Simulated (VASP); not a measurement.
# NbH8 (P6/mmm) in VASP: single point with PBE

Aim: the single point of NbH8 with PBE.

All numbers are computed with VASP 6.6.1; they aren't measurements. Logs are shortened: lines on timing, memory, paths and dates and some standing lists are left out, and cuts for length are marked.

## (1) The cell of the first run

Symmetry: P6/mmm, No. 191, hexagonal system. The conventional cell has a = 4.165 Å, b = 4.165 Å, c = 5.814 Å, α = 90.00°, β = 90.00°, γ = 120.00°. Within 2.6 Å of Nb (site symmetry 6/mmm) lie 14 H at 1.93 to 2.40 Å. Within 1.6 Å of H (site symmetry -6m2) lie 3 H at 1.20 Å. Within 1.6 Å of H (site symmetry mmm) lie 2 H at 1.20 Å. H (site symmetry 6/mmm) has 2 H at 0.98 Å within 1.3 Å. H (site symmetry 6mm) has 1 H at 0.98 Å within 1.3 Å.

## (2) Single point, PBE, collinear spin

INCAR reads:

```
PREC = Accurate ; ENCUT = 520
EDIFF = 1E-6 ; ISMEAR = 0
SIGMA = 0.1 ; LREAL = F
LASPH = T ; NELM = 150
ALGO = Normal ; ISIF = 2
LWAVE = F ; LCHARG = T
ISPIN = 2 ; MAGMOM = 1.04 0 0 0 0 0 0 0 0
LORBIT = 11 ; LMAXMIX = 4
GGA = PE ; LELF = T
LVHAR = T ; NBANDS = 24
```

KPOINTS reads:

```
regular mesh
0
Gamma
  12 12 8
```

POSCAR reads:

```
NbH8
1.0
    4.1648843130      0.0000000000      0.0000000000
   -2.0824421565      3.6068956188      0.0000000000
    0.0000000000      0.0000000000      5.8144017024
Nb H
1 8
Direct
    0.0000000000      0.0000000000      0.0000000000
    0.3333333333      0.6666666667      0.0000000000
    0.6666666667      0.3333333333      0.0000000000
    0.5000000000      0.0000000000      0.0000000000
    0.0000000000      0.5000000000      0.0000000000
    0.5000000000      0.5000000000      0.0000000000
    0.0000000000      0.0000000000      0.5000000000
    0.0000000000      0.0000000000      0.6687982982
    0.0000000000      0.0000000000      0.3312017018
```

Potentials or basis: VASP PAW PBE potentials, release 64 (Nb_sv, H).

Launch:

```sh
> cat potpaw_PBE.64/Nb_sv/POTCAR potpaw_PBE.64/H/POTCAR > POTCAR
> mpirun -np 1 vasp_std > vasp.out
```

OUTCAR:

```text
PREC = Accurate
   ENCUT = 520
   EDIFF = 1E-6
   ISMEAR = 0
   LREAL = F
   LASPH = T
   NELM = 150
   ISIF = 2
   ISPIN = 2
   LORBIT = 11
   GGA = PE

 ion  position               nearest neighbor table
   1  0.000  0.000  0.000-   8 1.93   9 1.93
   2  0.333  0.667  0.000-
   3  0.667  0.333  0.000-
   4  0.500  0.000  0.000-
   5  0.000  0.500  0.000-
   6  0.500  0.500  0.000-
   7  0.000  0.000  0.500-
   8  0.000  0.000  0.669-   1 1.93
   9  0.000  0.000  0.331-   1 1.93

  LATTYP: Found a hexagonal cell.
 ALAT       =     4.1648843130
 C/A-ratio  =     1.3960535913

  Lattice vectors:

 A1 = (   4.1648843130,   0.0000000000,   0.0000000000)
 A2 = (  -2.0824421565,   3.6068956188,   0.0000000000)
 A3 = (   0.0000000000,   0.0000000000,   5.8144017024)

Analysis of symmetry for initial positions (statically):
=====================================================================
 Subroutine PRICEL returns:
 Original cell was already a primitive cell.

 Routine SETGRP: Setting up the symmetry group for a
 hexagonal supercell.

 Subroutine GETGRP returns: Found 24 space group operations
 (whereof 24 operations were pure point group operations)
 out of a pool of 24 trial point group operations.

The static configuration has the point symmetry D_6h.

Analysis of symmetry for dynamics (positions and initial velocities):
=====================================================================
 Subroutine PRICEL returns:
 Original cell was already a primitive cell.

 Routine SETGRP: Setting up the symmetry group for a
 hexagonal supercell.

 Subroutine GETGRP returns: Found 24 space group operations
 (whereof 24 operations were pure point group operations)
 out of a pool of 24 trial point group operations.

The dynamic configuration has the point symmetry D_6h.

Analysis of structural, dynamic, and magnetic symmetry:
=====================================================================
 Subroutine PRICEL returns:
 Original cell was already a primitive cell.

 Routine SETGRP: Setting up the symmetry group for a
 hexagonal supercell.

 Subroutine GETGRP returns: Found 24 space group operations
 (whereof 24 operations were pure point group operations)
 out of a pool of 24 trial point group operations.

The overall configuration has the point symmetry D_6h.

 Subroutine INISYM returns: Found 24 space group operations
 (whereof 24 operations are pure point group operations),
 and found     1 'primitive' translations

----------------------------------------------------------------------------------------

                                     Primitive cell

  volume of cell :      87.3457

  direct lattice vectors                    reciprocal lattice vectors
     4.164884313  0.000000000  0.000000000     0.240102708  0.138623363  0.000000000
    -2.082442156  3.606895619  0.000000000     0.000000000  0.277246726  0.000000000
     0.000000000  0.000000000  5.814401702     0.000000000  0.000000000  0.171986741

  length of vectors
     4.164884313  4.164884313  5.814401702     0.277246726  0.277246726  0.171986741

  position of ions in fractional coordinates (direct lattice)
     0.000000000  0.000000000  0.000000000
     0.333333333  0.666666667  0.000000000
     0.666666667  0.333333333  0.000000000
     0.500000000  0.000000000  0.000000000
     0.000000000  0.500000000  0.000000000
     0.500000000  0.500000000  0.000000000
     0.000000000  0.000000000  0.500000000
     0.000000000  0.000000000  0.668798298
     0.000000000  0.000000000  0.331201702

  ion indices of the primitive-cell ions
   primitive index   ion index
                 1           1
                 2           2
                 3           3
                 4           4
                 5           5
                 6           6
                 7           7
[... 56 lines left out ...]
   k-points           NKPTS =     95   k-points in BZ     NKDIM =     95   number of bands    NBANDS=     24
   number of dos      NEDOS =    301   number of ions     NIONS =      9
   total plane-waves  NPLWV =  49152
   dimension x,y,z NGX =    32 NGY =   32 NGZ =   48
   dimension x,y,z NGXF=    64 NGYF=   64 NGZF=   96
   ions per type =               1   8
   NGX,Y,Z   is equivalent  to a cutoff of  12.77, 12.77, 13.72 a.u.
   NGXF,Y,Z  is equivalent  to a cutoff of  25.55, 25.55, 27.45 a.u.
 SYSTEM =  unknown system
   PREC   = accura    normal or accurate (medium, high low for compatibility)
   ISTART =      0    job   : 0-new  1-cont  2-samecut
   ICHARG =      2    charge: 1-file 2-atom 10-const
   ISPIN  =      2    spin polarized calculation?
   LNONCOLLINEAR =      F non collinear calculations
   LSORBIT =      F    spin-orbit coupling
   LASPH  =      T    aspherical Exc in radial PAW
   ENCUT  =  520.0 eV  38.22 Ry    6.18 a.u.   7.74  7.74 10.81*2*pi/ulx,y,z
   NELM   =    150;   NELMIN=  2; NELMDL= -5     # of ELM steps
   EDIFF  = 0.1E-05   stopping-criterion for ELM
   LREAL  =      F    real-space projection
   EDIFFG = 0.1E-04   stopping-criterion for IOM
   NSW    =      0    number of steps for IOM
   IBRION =     -1    ionic relax: 0-MD 1-quasi-New 2-CG
   NFREE  =      0    steps in history (QN), initial steepest desc. (CG)
   ISIF   =      2    stress and relaxation
   ISYM   =      2    0-nonsym 1-usesym 2-fastsym
   POTIM  = 0.5000    time-step for ionic-motion
   TEBEG  =    0.0;   TEEND  =   0.0 temperature during run
   PSTRESS=    0.0 pullay stress
   NELECT =      21.0000    total number of electrons
   NUPDOWN=      -1.0000    fix difference up-down
   EMIN   =  10.00;   EMAX   =-10.00  energy-range for DOS
   EFERMI =   0.00;   METHOD = LEGACY
   ISMEAR =     0;   SIGMA  =   0.10  broadening in eV -4-tet -1-fermi 0-gaus
   EFERMI_NEDOS =   21; number of points for ismear=-14 and -15
   IALGO  =     38    algorithm
   IMIX   =      4    mixing-type and parameters
     AMIX     =   0.40;   BMIX     =  1.00
     AMIX_MAG =   1.60;   BMIX_MAG =  1.00
  volume/ion in A,a.u.               =       9.71        65.49
  Fermi-wavevector in a.u.,A,eV,Ry     =   1.017968  1.923680 14.099155  1.036259
  Thomas-Fermi vector in A             =   2.151399
   LORBIT       =     11    0 simple, 1 ext, 2 COOP (PROOUT), +10 PAW based schemes
   GGA     = PE    functional components
   LHFCALC =     F    Hartree Fock is set to
   AEXX    =    0.0000 exact exchange contribution
   IVDW    =     0    specifies the selected vdW correction
   LEPSILON=     F    determine dielectric tensor
   LRPA    =     F    only Hartree local field effects (RPA)
 spin polarized calculation
 Gauss-broadening in eV      SIGMA  =   0.10
  energy-cutoff  :      520.00
  volume of cell :       87.35
 maximum number of plane-waves:      2376
 NGX is ok and might be reduce to    32
   NGX = 15   NGY = 15   NGZ = 21

 number of electron      21.0000002 magnetization       2.6073089

 Free energy of the ion-electron system (eV)
  ---------------------------------------------------
  ext. energy  EPLUGINS =         0.00000000
  ---------------------------------------------------
  free energy    TOTEN  =       -31.76801223 eV

  energy without entropy =      -31.76036284  energy(sigma->0) =      -31.76418754

 E-fermi :   1.2044     XC(G=0):  -7.3565

 val. band max:        1.1656012379   @ k =   0.1667   0.0833   0.5000
 cond. band min:       1.2288275567   @ k =   0.4167   0.0833   0.0000
 fundamental gap:      0.0632263188
 Fermi energy:         1.2043551885

 spin component 1

 k-point     1 :       0.0000    0.0000    0.0000
  band No.  band energies     occupation
      1     -54.5804      1.00000
      2     -30.8460      1.00000
      3     -30.8460      1.00000
      4     -30.6125      1.00000
      5     -10.8845      1.00000
      6      -6.7937      1.00000
[... 589 lines left out ...]
     21      10.3766      0.00000
     22      12.4224      0.00000

 [... further k-points ...]

 spin component 2

 k-point     1 :       0.0000    0.0000    0.0000
  band No.  band energies     occupation
      1     -53.3690      1.00000
      2     -29.5342      1.00000
      3     -29.5342      1.00000
      4     -29.0468      1.00000
      5     -10.6624      1.00000
      6      -6.7372      1.00000
[... 589 lines left out ...]
     21      10.5924      0.00000
     22      13.1798      0.00000

 [... further k-points ...]

 [bands above 22 left out]

------------------------ aborting loop because EDIFF is reached ----------------------------------------

  FORCE on cell =-STRESS in cart. coord.  units (eV):
  Direction    XX          YY          ZZ          XY          YZ          ZX
  --------------------------------------------------------------------------------------
  -------------------------------------------------------------------------------------
  Total       -0.1284531     -0.1284531     -0.1020595      0.0000000     -0.0000000     -0.0000000
  in kB       -2.3562083     -2.3562083     -1.8720718      0.0000000     -0.0000000     -0.0000000
  external PRESSURE =      -2.1948295 kB  Pullay stress =       0.0000000 kB

 VOLUME and BASIS-vectors are now :
 -----------------------------------------------------------------------------
  energy-cutoff  :      520.00
  volume of cell :       87.35
      direct lattice vectors                 reciprocal lattice vectors
     4.164884313  0.000000000  0.000000000     0.240102708  0.138623363  0.000000000
    -2.082442156  3.606895619  0.000000000     0.000000000  0.277246726  0.000000000
     0.000000000  0.000000000  5.814401702     0.000000000  0.000000000  0.171986741

 POSITION                                       TOTAL-FORCE (eV/Angst)
 -----------------------------------------------------------------------------------
      0.00000      0.00000      0.00000        -0.000000      0.000000      0.000000
     -0.00000      2.40460      0.00000        -0.000000      0.000000      0.000000
      2.08244      1.20230      0.00000         0.000000     -0.000000     -0.000000
      2.08244      0.00000      0.00000        -0.000000      0.000000      0.000000
     -1.04122      1.80345      0.00000        -0.000000      0.000000      0.000000
      1.04122      1.80345      0.00000        -0.000000      0.000000      0.000000
      0.00000      0.00000      2.90720        -0.000000      0.000000      0.000000
      0.00000      0.00000      3.88866         0.000000     -0.000000     -0.002629
      0.00000      0.00000      1.92574        -0.000000      0.000000      0.002629
 -----------------------------------------------------------------------------------
    total drift:                                0.000000     -0.000000     -0.000000

  FREE ENERGIE OF THE ION-ELECTRON SYSTEM (eV)
  ---------------------------------------------------
  free  energy   TOTEN  =       -31.7680122293 eV

  energy  without entropy=      -31.7603628441  energy(sigma->0) =      -31.76418754

 total charge

# of ion       s       p       d       tot
------------------------------------------
    1        2.131   5.962   2.549  10.642
    2        0.452   0.034   0.000   0.486
    3        0.452   0.034   0.000   0.486
    4        0.535   0.021   0.000   0.556
    5        0.535   0.021   0.000   0.556
    6        0.535   0.021   0.000   0.556
    7        0.483   0.036   0.000   0.519
    8        0.577   0.012   0.000   0.589
    9        0.577   0.012   0.000   0.589
--------------------------------------------------
tot          6.276   6.155   2.549  14.981

 magnetization (x)

# of ion       s       p       d       tot
------------------------------------------
    1        0.033   0.012   1.783   1.828
    2       -0.001   0.002   0.000   0.001
    3       -0.001   0.002   0.000   0.001
    4       -0.017   0.006   0.000  -0.011
    5       -0.017   0.006   0.000  -0.011
    6       -0.017   0.006   0.000  -0.011
    7       -0.002  -0.002   0.000  -0.004
    8       -0.014   0.003   0.000  -0.012
    9       -0.014   0.003   0.000  -0.012
--------------------------------------------------
tot         -0.051   0.037   1.783   1.769
```

Wall time 12 min (1 thread of Intel Xeon 8259CL, shared host); peak memory 0.45 GiB.

What came out:

| Item | Value |
| --- | --- |
| Free energy | -31.7680 eV |
| Pressure | -0.2 GPa |
| Net moment | 2.61 μB per cell |
| Site moments | Nb +1.83; H +0.00, -0.01, -0.00 (each value once) μB |
| Valence electrons inside the program's atomic spheres | Nb 10.64; H 0.49, 0.56, 0.52, 0.59 (each value once) |

Forces in eV/Å, atoms in the order of the input:
```
Nb   0.000  0.000  0.000
H    0.000  0.000  0.000
H    0.000  0.000  0.000
H    0.000  0.000  0.000
H    0.000  0.000  0.000
H    0.000  0.000  0.000
H    0.000  0.000  0.000
H    0.000  0.000 -0.003
H    0.000  0.000  0.003
```

Levels at points of the mesh, in eV from the Fermi level:
Spin up:
```csv
k point,band 10,band 11,band 12,band 13,band 14,band 15
"(0.00, 0.00, 0.00)",-2.24,-0.30,-0.30,0.83,4.31,5.44
"(0.50, 0.00, 0.00)",-1.46,-0.52,-0.43,-0.40,1.20,3.06
"(0.00, 0.00, 0.50)",-3.31,-0.33,-0.33,1.92,5.08,5.44
"(0.50, 0.00, 0.50)",-1.62,-0.57,-0.40,-0.38,2.97,4.63
```
Spin down:
```csv
k point,band 6,band 7,band 8,band 9,band 10,band 11,band 12,band 13
"(0.00, 0.00, 0.00)",-7.94,-4.43,-4.43,-3.20,-1.96,1.63,1.91,1.91
"(0.50, 0.00, 0.00)",-8.95,-7.76,-2.53,-1.39,0.35,0.51,0.99,1.63
"(0.00, 0.00, 0.50)",-7.58,-4.43,-4.43,-3.57,-3.20,1.85,1.85,2.51
"(0.50, 0.00, 0.50)",-8.92,-7.36,-3.39,-2.52,0.03,0.63,0.99,1.53
```
